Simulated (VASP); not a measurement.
# AlN (P6_3mc) in VASP: further runs, part 2 of 2

VASP 6.6.1. Earlier steps stand in the parts before.

### 5 Relaxation of the atoms, LDA

This run uses another cell than the first one, of 10.38 Å³/atom.

Input file INCAR:

```
SYSTEM = AlN
ALGO = Normal
EDIFF = 1E-6
EDIFFG = -0.01
ENCUT = 520
GGA = CA
IBRION = 2
ISIF = 2
ISMEAR = 0
LASPH = .TRUE.
LCHARG = .FALSE.
LREAL = .FALSE.
LWAVE = .FALSE.
NELM = 80
NSW = 50
PREC = Accurate
SIGMA = 0.05
```

Input file KPOINTS:

```
k-points
0
G
  9 9 6
  0 0 0
```

Input file POSCAR:

```
AlN
1.0
    2.9960000000      0.0000000000      0.0000000000
   -1.4980000000      2.5946121098      0.0000000000
    0.0000000000      0.0000000000      5.3391000000
Al N
2 2
Direct
    0.3333333333      0.6666666667      0.0015210172
    0.6666666667      0.3333333333      0.5015210172
    0.3333333333      0.6666666667      0.3834789828
    0.6666666667      0.3333333333      0.8834789828
```

Potentials or basis: VASP PAW LDA potentials, release 64 (Al, N).

The run is started by

```
$ cat potpaw_LDA.64/Al/POTCAR potpaw_LDA.64/N/POTCAR > POTCAR
$ mpirun -np 1 vasp_std > vasp.out
```

OUTCAR:

```text
SYSTEM = AlN
   EDIFF = 1E-6
   EDIFFG = -0.01
   ENCUT = 520
   GGA = CA
   IBRION = 2
   ISIF = 2
   ISMEAR = 0
   LASPH = .TRUE.
   LREAL = .FALSE.
   NELM = 80
   NSW = 50
   PREC = Accurate

 ion  position               nearest neighbor table
   1  0.333  0.667  0.002-   4 1.84   4 1.84   4 1.84   3 2.04   2 3.18   2 3.18   2 3.18   2 3.18
                             2 3.18   2 3.18
   2  0.667  0.333  0.502-   3 1.84   3 1.84   3 1.84   4 2.04   1 3.18   1 3.18   1 3.18   1 3.18
                             1 3.18   1 3.18
   3  0.333  0.667  0.383-   2 1.84   2 1.84   2 1.84   1 2.04
   4  0.667  0.333  0.883-   1 1.84   1 1.84   1 1.84   2 2.04

  LATTYP: Found a hexagonal cell.
 ALAT       =     2.9960000000
 C/A-ratio  =     1.7820761015

  Lattice vectors:

 A1 = (   2.9960000000,   0.0000000000,   0.0000000000)
[... 283 lines left out ...]
      4       5.3021      2.00000
      5       5.6712      2.00000
      6       5.6712      2.00000
      7       6.0732      2.00000
      8       6.0732      2.00000
      9       9.8251      0.00000
     10      13.6344      0.00000
     11      15.7186      0.00000
     12      17.2806      0.00000
[... 331 lines left out ...]
 k-point    24 :       0.3333    0.3333    0.1667
  band No.  band energies     occupation
      1      -6.3324      2.00000
      2      -6.3324      2.00000
      3       1.3555      2.00000
      4       1.8652      2.00000
      5       1.8652      2.00000
      6       2.9902      2.00000
      7       3.8769      2.00000
      8       3.8769      2.00000
      9      10.5956      0.00000
     10      14.1171      0.00000
     11      14.5702      0.00000
     12      14.5702      0.00000

 [... further k-points ...]

------------------------ aborting loop because EDIFF is reached ----------------------------------------

  FORCE on cell =-STRESS in cart. coord.  units (eV):
  Direction    XX          YY          ZZ          XY          YZ          ZX
  --------------------------------------------------------------------------------------
  -------------------------------------------------------------------------------------
  Total        2.7549205      2.7549205     -6.7369700     -0.0000000     -0.0000000      0.0000000
  in kB      106.3499636    106.3499636   -260.0715767     -0.0000000     -0.0000000      0.0000000
  external PRESSURE =     -15.7905498 kB  Pullay stress =       0.0000000 kB
[... 19 lines left out ...]
  FREE ENERGIE OF THE ION-ELECTRON SYSTEM (eV)
  ---------------------------------------------------
  free  energy   TOTEN  =       -32.5185800708 eV

  energy  without entropy=      -32.5185800708  energy(sigma->0) =      -32.51858007

 reached required accuracy - stopping structural energy minimisation
```

CONTCAR:

```text
AlN
   1.00000000000000
     2.9960000000000000    0.0000000000000000    0.0000000000000000
    -1.4980000000000000    2.5946121097999999    0.0000000000000000
     0.0000000000000000    0.0000000000000000    5.3391000000000002
  Al              N
     2     2
Direct
     0.3333333332999970    0.6666666667000030    0.0090019987681370
     0.6666666667000030    0.3333333332999970    0.5090019987681370
     0.3333333332999970    0.6666666667000030    0.3759980012318610
     0.6666666667000030    0.3333333332999970    0.8759980012318610

  0.00000000E+00  0.00000000E+00  0.00000000E+00
  0.00000000E+00  0.00000000E+00  0.00000000E+00
  0.00000000E+00  0.00000000E+00  0.00000000E+00
  0.00000000E+00  0.00000000E+00  0.00000000E+00
```

Run time: 56 s. Hardware: 1 thread of Intel Xeon 8259CL, shared host; peak memory 0.15 GiB.

What came out:

```yaml
Free_energy: -32.5186 eV
Energy_gained_by_relaxing: 16.5 meV/atom
Ionic_steps: 3
Pressure_after_relaxing: -1.6 GPa
Band_gap_on_the_k_mesh: 3.75 eV
```

The path:
| step | energy change (eV) | largest force (eV/Å) | pressure (GPa) |
| --- | --- | --- | --- |
| 1 | 0.0000 | 0.7766 | 1.17 |
| 2 | -0.0657 | 0.0567 | -1.44 |
| 3 | -0.0660 | 0.0005 | -1.58 |

Final structure:
```xyz
4
Lattice="2.9960 0.0000 0.0000 -1.4980 2.5946 0.0000 0.0000 0.0000 5.3391" Properties=species:S:1:pos:R:3 pbc="T T T"
Al    0.0000    1.7297    0.0481
Al    1.4980    0.8649    2.7176
N     0.0000    1.7297    2.0075
N     1.4980    0.8649    4.6770
```

Caveat: an odd mesh through Γ misses points on the zone boundary, where band edges can lie.

### 6 Relaxation of the atoms, LDA

This run uses another cell than the first one, of 12.13 Å³/atom.

Input file INCAR:

```
ALGO = Normal ; EDIFF = 1E-6
EDIFFG = -0.01 ; ENCUT = 520
IBRION = 2 ; ISIF = 2
ISMEAR = 0 ; LASPH = T
LCHARG = F ; LREAL = F
LWAVE = F ; NELM = 60
NSW = 50 ; PREC = Accurate
SIGMA = 0.05
```

Input file KPOINTS:

```
k-points
0
Gamma
  9 9 6
```

Input file POSCAR:

```
AlN
1.0
    3.1813000000      0.0000000000      0.0000000000
   -1.5906500000      2.7550866171      0.0000000000
    0.0000000000      0.0000000000      5.5368000000
Al N
2 2
Direct
    0.3333333333      0.6666666667      0.0015210172
    0.6666666667      0.3333333333      0.5015210172
    0.3333333333      0.6666666667      0.3834789828
    0.6666666667      0.3333333333      0.8834789828
```

Potentials or basis: VASP PAW LDA potentials, release 64 (Al, N).

The run is started by

```
$ cat potpaw_LDA.64/Al/POTCAR potpaw_LDA.64/N/POTCAR > POTCAR
$ mpirun -np 1 vasp_std > vasp.out
```

OUTCAR:

```text
EDIFF = 1E-6
   EDIFFG = -0.01
   ENCUT = 520
   IBRION = 2
   ISIF = 2
   ISMEAR = 0
   LASPH = T
   LREAL = F
   NELM = 60
   NSW = 50
   PREC = Accurate

 ion  position               nearest neighbor table
   1  0.333  0.667  0.002-   4 1.95   4 1.95   4 1.95   3 2.11   2 3.32   2 3.32   2 3.32   2 3.32
                             2 3.32   2 3.32
   2  0.667  0.333  0.502-   3 1.95   3 1.95   3 1.95   4 2.11   1 3.32   1 3.32   1 3.32   1 3.32
                             1 3.32   1 3.32
   3  0.333  0.667  0.383-   2 1.95   2 1.95   2 1.95   1 2.11
   4  0.667  0.333  0.883-   1 1.95   1 1.95   1 1.95   2 2.11

  LATTYP: Found a hexagonal cell.
 ALAT       =     3.1813000000
 C/A-ratio  =     1.7404205828

  Lattice vectors:

 A1 = (   3.1813000000,   0.0000000000,   0.0000000000)
 A2 = (  -1.5906500000,   2.7550866171,   0.0000000000)
 A3 = (   0.0000000000,   0.0000000000,   5.5368000000)

Analysis of symmetry for initial positions (statically):
=====================================================================
 Subroutine PRICEL returns:
 Original cell was already a primitive cell.

 Routine SETGRP: Setting up the symmetry group for a
 hexagonal supercell.

 Subroutine GETGRP returns: Found 12 space group operations
 (whereof  6 operations were pure point group operations)
 out of a pool of 24 trial point group operations.

The static configuration has the point symmetry C_3v.
 The point group associated with its full space group is C_6v.

Analysis of symmetry for dynamics (positions and initial velocities):
=====================================================================
 Subroutine PRICEL returns:
 Original cell was already a primitive cell.

 Routine SETGRP: Setting up the symmetry group for a
 hexagonal supercell.

 Subroutine GETGRP returns: Found 12 space group operations
 (whereof  6 operations were pure point group operations)
 out of a pool of 24 trial point group operations.

The dynamic configuration has the point symmetry C_3v.
 The point group associated with its full space group is C_6v.

[... 146 lines left out ...]
 Free energy of the ion-electron system (eV)
  ---------------------------------------------------
  ext. energy  EPLUGINS =         0.00000000
  ---------------------------------------------------
  free energy    TOTEN  =       -32.00424471 eV

  energy without entropy =      -32.00424471  energy(sigma->0) =      -32.00424471

------------------------ aborting loop because EDIFF is reached ----------------------------------------

  FORCE on cell =-STRESS in cart. coord.  units (eV):
  Direction    XX          YY          ZZ          XY          YZ          ZX
  --------------------------------------------------------------------------------------
  -------------------------------------------------------------------------------------
  Total       -5.4113636     -5.4113636    -10.9860922      0.0000000      0.0000000      0.0000000
  in kB     -178.6564008   -178.6564008   -362.7063049      0.0000000      0.0000000      0.0000000
  external PRESSURE =    -240.0063688 kB  Pullay stress =       0.0000000 kB
[... 63 lines left out ...]
--------------------------------------- Ionic step        3  -------------------------------------------

 number of electron      16.0000003 magnetization

 Free energy of the ion-electron system (eV)
  ---------------------------------------------------
  ext. energy  EPLUGINS =         0.00000000
  ---------------------------------------------------
  free energy    TOTEN  =       -32.00617079 eV

  energy without entropy =      -32.00617079  energy(sigma->0) =      -32.00617079

 E-fermi :   4.7100     XC(G=0): -10.6088

 val. band max:        4.4579378880   @ k =   0.0000   0.0000   0.0000
 cond. band min:       7.2939293009   @ k =   0.0000   0.0000   0.0000
 fundamental gap:      2.8359914130
 Fermi energy:         4.7099803126

 k-point     1 :       0.0000    0.0000    0.0000
  band No.  band energies     occupation
      1      -9.6522      2.00000
      2      -8.1672      2.00000
      3      -1.0757      2.00000
      4       4.0334      2.00000
      5       4.0334      2.00000
      6       4.2277      2.00000
      7       4.4579      2.00000
      8       4.4579      2.00000
      9       7.2939      0.00000
     10      10.5510      0.00000
     11      13.3819      0.00000
     12      14.7638      0.00000
[... 331 lines left out ...]
 k-point    24 :       0.3333    0.3333    0.1667
  band No.  band energies     occupation
      1      -7.4876      2.00000
      2      -7.4876      2.00000
      3       0.4666      2.00000
      4       0.6371      2.00000
      5       0.6371      2.00000
      6       1.9214      2.00000
      7       2.7547      2.00000
      8       2.7547      2.00000
      9       9.3302      0.00000
     10      12.0590      0.00000
     11      12.2262      0.00000
     12      12.2262      0.00000

 [... further k-points ...]

------------------------ aborting loop because EDIFF is reached ----------------------------------------

  FORCE on cell =-STRESS in cart. coord.  units (eV):
  Direction    XX          YY          ZZ          XY          YZ          ZX
  --------------------------------------------------------------------------------------
  -------------------------------------------------------------------------------------
  Total       -5.4827185     -5.4827185    -11.1549459      0.0000000     -0.0000000      0.0000000
  in kB     -181.0121853   -181.0121853   -368.2810154      0.0000000     -0.0000000      0.0000000
  external PRESSURE =    -243.4351287 kB  Pullay stress =       0.0000000 kB
[... 19 lines left out ...]
  FREE ENERGIE OF THE ION-ELECTRON SYSTEM (eV)
  ---------------------------------------------------
  free  energy   TOTEN  =       -32.0061707948 eV

  energy  without entropy=      -32.0061707948  energy(sigma->0) =      -32.00617079

 reached required accuracy - stopping structural energy minimisation
```

Run time: 18 s. Hardware: 1 thread of Intel Xeon 6975P-C (Granite Rapids), shared host; peak memory 0.15 GiB.

Results:

```yaml
Free_energy: -32.0062 eV
Energy_gained_by_relaxing: 0.5 meV/atom
Ionic_steps: 3
Pressure_after_relaxing: -24.3 GPa
Band_gap_on_the_k_mesh: 2.84 eV
```

Forces on the atoms (eV/Å):
```
Al   0.000  0.000 -0.002
Al   0.000  0.000 -0.002
N    0.000  0.000  0.002
N    0.000  0.000  0.002
```

Step by step:
```tsv
step	energy change (eV)	largest force (eV/Å)	pressure (GPa)
1	0.0000	0.1028	-24.00
2	-0.0015	0.0489	-24.18
3	-0.0019	0.0022	-24.34
```

Final structure:
```
CELL_PARAMETERS angstrom
3.18130 0.00000 0.00000
-1.59065 2.75509 0.00000
0.00000 0.00000 5.53680
ATOMIC_POSITIONS crystal
Al 0.33333 0.66667 0.00323
Al 0.66667 0.33333 0.50323
N 0.33333 0.66667 0.38177
N 0.66667 0.33333 0.88177
```

### 7 Overview

```tsv
cell	gap on the mesh (eV)	pressure (GPa)
atoms relaxed from a = 3.027, b = 3.027, c = 5.141 Å, angles 90.0, 90.0, 120.0°, 4 atoms	4.34	1.5
atoms relaxed from a = 3.089, b = 3.089, c = 4.944 Å, angles 90.0, 90.0, 120.0°, 4 atoms	4.42	0.6
atoms relaxed from a = 2.996, b = 2.996, c = 5.339 Å, angles 90.0, 90.0, 120.0°, 4 atoms	3.75	-1.6
atoms relaxed from a = 3.181, b = 3.181, c = 5.537 Å, angles 90.0, 90.0, 120.0°, 4 atoms	2.84	-24.3
```

Alike in all rows: task relaxation of the atoms; level LDA; potentials or basis VASP PAW LDA potentials, release 64 (Al, N); no spin polarisation; k mesh 9 × 9 × 6; cutoff (eV) 520; smearing gaussian 0.05 eV.

Caveats: an odd mesh through Γ misses points on the zone boundary, where band edges can lie (at least some runs); the relaxation stopped at its first step, so nothing moved (at least some runs).

Total energies depend on the potentials used, so only differences within one code and one set of settings carry meaning.

### 8 Comparison with measurements

Step 3. Measured gap of AlN: 6.034 eV (an exciton energy, a little under the gap; 10 K; quoted in “Self-assembly of well-separated AlN nanowires directly on sputtered metallic TiN films”, 2019, arxiv:1910.07391). This calculation gives 4.42 eV (-1.61 eV). 2 values of this kind are on record (6.034 to 6.0343 eV); this one was drawn at random. The value is that of LDA on a finite k mesh, which can miss the band edges, without temperature or zero-point motion. Semilocal functionals fall short of measured gaps as a rule.

Step 4. Measured gap of AlN: 6.034 eV (an exciton energy, a little under the gap; 10 K; quoted in “Self-assembly of well-separated AlN nanowires directly on sputtered metallic TiN films”, 2019, arxiv:1910.07391). This calculation gives 4.42 eV (-1.61 eV). 2 values of this kind are on record (6.034 to 6.0343 eV); this one was drawn at random. The value is that of LDA on a finite k mesh, which can miss the band edges, without temperature or zero-point motion. Semilocal functionals fall short of measured gaps as a rule.
